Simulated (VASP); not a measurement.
Input of a VASP 6.6.1 run:

INCAR

```
SYSTEM = ZrSiO4
PREC = Accurate ; ENCUT = 600
EDIFF = 1E-6 ; ISMEAR = 0
SIGMA = 0.02 ; LREAL = Auto
LASPH = .TRUE. ; NELM = 120
ALGO = Normal ; ISIF = 2
LWAVE = .FALSE. ; LCHARG = .FALSE.
GGA = PS ; NBANDS = 144
GGA_COMPAT = .FALSE.
```

The input KPOINTS:

```
regular mesh
0
G
  2 2 2
  0 0 0
```

Contents of POSCAR:

```
ZrSiO4
1.0
   -6.6161706959      0.0000000000      0.0000000000
    0.0000000000      6.6161706959      0.0000000000
    3.3080853480     -3.3080853480     -8.9654081506
Zr Si O
6 6 24
Direct
    0.0022236558      0.0001377107      0.0007896268
    0.3355606639      0.3334339883      0.6674569475
    0.6688886519      0.6667724582      0.3341246273
    0.2521959832      0.7501205427      0.5007916972
    0.5855699561      0.0834278693      0.1674565310
    0.9188935398      0.4167932885      0.8341262048
    0.8355173096      0.8334500132      0.6674551742
    0.1688975066      0.1667978274      0.3341206988
    0.5022300161      0.5000912938      1.0007925226
    0.7522459270      0.2501175067      0.5007891571
    0.0855660381      0.5834794528      0.1674607127
    0.4188779533      0.9167561143      0.8341235546
    0.8957259504      0.7092228052      0.7879804916
    0.2290631480      0.0425474796      0.4546380381
    0.5624070938      0.3758508130      0.1213082491
    0.6279788983      0.3103110224      0.6212942945
    0.9613152919      0.6436517129      0.2879748420
    0.2946530665      0.9769344020      0.9546491249
    0.9969928878      0.3104534982      0.6213193820
    0.3303190564      0.6437976042      0.2879788065
    0.6636430662      0.9770989738      0.9546353482
    0.2292007327      0.4115483937      0.4546404320
    0.5625733508      0.7448524608      0.1213132594
    0.8958780711      0.0782136510      0.7879747944
    0.9597556522      0.7731404601      0.5469342142
    0.2931567929      0.1065003632      0.2136144461
    0.6264785964      0.4397878178      0.8802756051
    0.6919609289      0.3743429994      0.3802643454
    0.0252746128      0.7077132235      0.0469398801
    0.3585431549      0.0409957357      0.7136019379
    0.6920400924      0.0053503487      0.3802730655
    0.0253585010      0.3387169319      0.0469404142
    0.3586435882      0.6720006875      0.7135987965
    0.9241432483      0.1065786877      0.2135905280
    0.2574777439      0.4398821721      0.8802713580
    0.5907615628      0.7732212000      0.5469361750
```

Potentials or basis: VASP PAW PBE potentials, release 64 (Zr_sv, Si, O).

Launch:

```bash
$ cat potpaw_PBE.64/Zr_sv/POTCAR potpaw_PBE.64/Si/POTCAR potpaw_PBE.64/O/POTCAR > POTCAR
$ mpirun -np 1 vasp_std > vasp.out
```

Problem. Estimate the largest force.

Solution. 0.080 eV/Å.

Problem. Predict the band gap on the k mesh.

Solution. 4.72 eV.

Stress tensor (GPa, compression positive):
```
0.20 0.00 0.00
0.00 0.18 0.00
0.00 0.00 0.73
```

Caveat: the k points lie up to 0.51 Å⁻¹ apart; the PAW data sets were made with another functional, which shifts forces and pressure a little. A k mesh can miss the band edges.
